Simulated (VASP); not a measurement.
Input of a VASP 6.6.1 run:

INCAR

```
SYSTEM = CO2
PREC = Accurate
ENCUT = 520
EDIFF = 1E-6
ISMEAR = 0
SIGMA = 0.05
LREAL = .False.
LASPH = .True.
NELM = 60
ALGO = Normal
ISIF = 2
LWAVE = .False.
LCHARG = .True.
GGA = PE
LELF = .True.
LVHAR = .True.
NBANDS = 44
```

File KPOINTS:

```
Automatic mesh
0
Gamma
  4 4 4
  0 0 0
```

Contents of POSCAR:

```
CO2
1.0
    6.0577362522      0.0000000000     -0.9086604378
    0.0000000000      6.0577362522      0.0000000000
   -0.9086604378      0.0000000000      6.1183136147
C O
4 8
Direct
    0.0000000000      0.0000000000      0.0000000000
    0.5000000000      0.0000000000      0.5000000000
    0.5000000000      0.5000000000      0.0000000000
    0.0000000000      0.5000000000      0.5000000000
    0.1114834447      0.1114834447      0.1114834447
    0.3885165553      0.8885165553      0.6114834447
    0.6114834447      0.3885165553      0.8885165553
    0.8885165553      0.6114834447      0.3885165553
    0.8885165553      0.8885165553      0.8885165553
    0.6114834447      0.1114834447      0.3885165553
    0.3885165553      0.6114834447      0.1114834447
    0.1114834447      0.3885165553      0.6114834447
```

Potentials or basis: VASP PAW PBE potentials, release 64 (C, O).

The run is started by

```bash
$ cat potpaw_PBE.64/C/POTCAR potpaw_PBE.64/O/POTCAR > POTCAR
$ mpirun -np 1 vasp_std > vasp.out
```

Problem. Estimate the band gap on the k mesh.

Solution. 6.06 eV.

Problem. Predict the largest force.

Solution. 17.856 eV/Å.

Problem. Estimate the pressure.

Solution. 8.5 GPa.

Stress tensor (GPa, compression positive):
```
 5.82  0.00 28.19
 0.00 14.03  0.00
28.19  0.00  5.53
```

Caveat: the cell differs from its parent crystal (engineering shear strain xz -0.3000, normal strain along z +0.0100); the stress differs along the axes, from 6 to 14 GPa; this functional lacks dispersion, which holds the molecules together, so the pressure and a relaxed volume are unreliable; forces of over 1 eV/Å act on the atoms, so gaps and moduli don't describe the material at rest. A k mesh can miss the band edges.
